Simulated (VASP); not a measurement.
Input of a VASP 6.6.1 run:

Contents of INCAR:

```
SYSTEM = Mo
PREC = Accurate
ENCUT = 520
EDIFF = 1E-7
ISMEAR = -1
SIGMA = 0.1
LREAL = .FALSE.
LASPH = .TRUE.
NELM = 100
ALGO = Normal
ISIF = 2
LWAVE = .FALSE.
LCHARG = .FALSE.
GGA = RE
NBANDS = 13
```

KPOINTS

```
regular mesh
0
G
  23 23 23
  0 0 0
```

POSCAR

```
Mo
1.0
   -1.6073299387      1.6073299387      1.6073299387
    1.6073299387     -1.6073299387      1.6073299387
    1.6073299387      1.6073299387     -1.6073299387
Mo
1
Direct
    0.0000000000      0.0000000000      0.0000000000
```

Potentials or basis: VASP PAW PBE potentials, release 64 (Mo_sv).

Launch:

```bash
$ cat potpaw_PBE.64/Mo_sv/POTCAR > POTCAR
$ mpirun -np 1 vasp_std > vasp.out
```

(1) Estimate the pressure.

(2) Predict the band gap on the k mesh.

Results:

(1) -9.0 GPa.

(2) zero (band 7 reaches 15.21 eV, above the bottom of band 8 at 10.44 eV).

Caveat: the PAW data sets were made with another functional, which shifts forces and pressure a little.
